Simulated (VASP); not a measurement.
Wanted: the native input for a VASP 6.6.1 run.

```
Task                   : single point
Functional             : PBEsol
Potentials or basis    : VASP PAW PBE potentials, release 64 (Na_pv)
Cutoff                 : 520 eV
k mesh                 : 12 × 12 × 10
Occupations            : gaussian, width 0.15 eV
Spin                   : no spin polarisation
Dipole correction      : no
Further INCAR settings : ALGO = Fast; EDIFF = 1e-07; NBANDS = 14
```

The structure of Na lies in POSCAR:

```
Na
1.0
    0.0000000000     -3.7271439106      0.0000000000
   -3.7271439106      0.0000000000      0.0000000000
    0.0000000000      0.0000000000     -5.2241838134
Na
2
Direct
    0.5000000000      0.6642007968      0.5403316590
    0.0000000000     -0.1642007968     -0.0403316590
```

This cell differs from its parent crystal: atoms displaced along several vibrational modes.

These files were run (other wordings do the same):

INCAR

```
SYSTEM = Na
  PREC = Accurate
  ENCUT = 520
  EDIFF = 1E-7
  ISMEAR = 0
  SIGMA = 0.15
  LREAL = .FALSE.
  LASPH = .TRUE.
  NELM = 100
  ALGO = Fast
  ISIF = 2
  LWAVE = .FALSE.
  LCHARG = .FALSE.
  GGA = PS
  NBANDS = 14
```

KPOINTS

```
Automatic mesh
0
G
  12 12 10
  0 0 0
```

Potentials or basis: VASP PAW PBE potentials, release 64 (Na_pv).

Run with:

```console
$ cat potpaw_PBE.64/Na_pv/POTCAR > POTCAR
$ mpirun -np 1 vasp_std > vasp.out
```

It gave:

```json
{
 "Pressure": "1.0 GPa",
 "Largest force": "0.638 eV/Å",
 "Band gap on the k mesh": "zero (bands 7 and 8 overlap by 4.41 eV)"
}
```

Caveat: the cell differs from its parent crystal (atoms displaced along several vibrational modes); the PAW data sets were made with another functional, which shifts forces and pressure a little.

Run time: 2.3 min on 1 thread of AMD EPYC 9R45 96-Core Processor (Zen 5), with other jobs on the host, peak memory 0.38 GiB.
